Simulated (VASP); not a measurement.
Al, 18 atoms in the cell. The structure is hexagonal, space group P6_3/mmc (No. 194). Conventional cell: a = 2.812 Å, b = 2.812 Å, c = 4.867 Å, α = 90.00°, β = 90.00°, γ = 120.00°. Al (site symmetry -6m2) has 12 Al at 2.81 to 2.93 Å within 3.7 Å. This isn't the form of Al at room conditions, which is fcc.

```yaml
Program: VASP 6.6.1
Task: single point
Functional: PBEsol
Potentials_or_basis: VASP PAW PBE potentials, release 64 (Al)
Cutoff: 520 eV
k_mesh: 3 × 3 × 3
Occupations: fermi-dirac, width 0.05 eV
Spin: no spin polarisation
Dipole_correction: no
Further_INCAR_settings: LREAL = Auto; ALGO = Normal; EDIFF = 1e-06; NBANDS = 42
```

Potentials or basis: VASP PAW PBE potentials, release 64 (Al).

Launch:

```bash
$ cat potpaw_PBE.64/Al/POTCAR > POTCAR
$ mpirun -np 1 vasp_std > vasp.out
```

Hardware: 1 thread of Intel(R) Xeon(R) Platinum 8488C (Sapphire Rapids), with other jobs on the host.

Question: How long does it take, and how much memory?

Answer: Wall time 3 min on 1 thread of Intel(R) Xeon(R) Platinum 8488C (Sapphire Rapids), with other jobs on the host, peak memory 0.36 GiB. Counts: scf iterations 12, k points 6.
